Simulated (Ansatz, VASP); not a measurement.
**NaTe2: VASP beside Ansatz**

Contents of INCAR:

```
SYSTEM = NaTe2
  ALGO = Normal
  EDIFF = 1E-6
  ENCUT = 520
  GGA = PE
  ISIF = 2
  ISMEAR = 0
  LASPH = .True.
  LCHARG = .False.
  LREAL = .False.
  LWAVE = .False.
  NBANDS = 16
  NELM = 80
  PREC = Accurate
  SIGMA = 0.1
```

KPOINTS

```
k-points
0
Gamma
  4 4 4
  0 0 0
```

File POSCAR:

```
NaTe2
1.0
    4.4967667000      0.0000000000      0.0000000000
    0.0000000000      4.4967667000      0.0000000000
    0.0000000000      0.0000000000      4.9894726000
Na Te
1 2
Direct
    0.0000000000      0.0000000000      0.5000000000
    0.5000000000      0.0000000000      0.0000000000
    0.0000000000      0.5000000000      0.0000000000
```

Input for Ansatz:

```yaml
crystal:
  lattice:
    - [4.4967667, 0.0, 0.0]
    - [0.0, 4.4967667, 0.0]
    - [0.0, 0.0, 4.9894726]
  atoms:
    - { symbol: Na, position: [0.0, 0.0, 0.5] }
    - { symbol: Te, position: [0.5, 0.0, 0.0] }
    - { symbol: Te, position: [0.0, 0.5, 0.0] }
basis:
  ecutwfc: 420
kpoints:
  mp_grid: { grid: [4, 4, 4] }
hamiltonian:
  xc: pbe
scf:
  occupations: { method: gaussian, width: 0.1 }
  lower_state_search: "off"
output:
  forces: true
  stress: true
  eigenvalues: true
```

Alike in both runs: task single point; functional PBE; k mesh 4 × 4 × 4; occupations gaussian, width 0.1 eV; no spin polarisation.

|  | VASP | Ansatz |
| --- | --- | --- |
| version | VASP 6.6.1 | Ansatz 0.2.0 |
| potentials or method | VASP PAW PBE potentials, release 64 (Na_pv, Te), cutoff 520 eV | scalar-relativistic, plane waves, PAW |
| valence electrons in the cell | 19 | 41 |

|  | VASP | Ansatz | Ansatz less VASP |
| --- | --- | --- | --- |
| gap on the k mesh at the Fermi level (eV) | none | none | - |
| pressure (GPa) | 0.1 | 0.1 | +0.01 |
| traceless stress, the component that is largest in VASP (GPa) | 0.12 | 0.10 | -0.011 |

A gap of «none» marks a metal or a gap that the smearing closes. With one functional, cell and mesh, what is left measures potentials, basis and numerics. VASP's potentials hold 19 valence electrons a cell and Ansatz's 41, so a difference there can come from the potentials and not from the codes.

Neither program's run includes spin-orbit coupling.
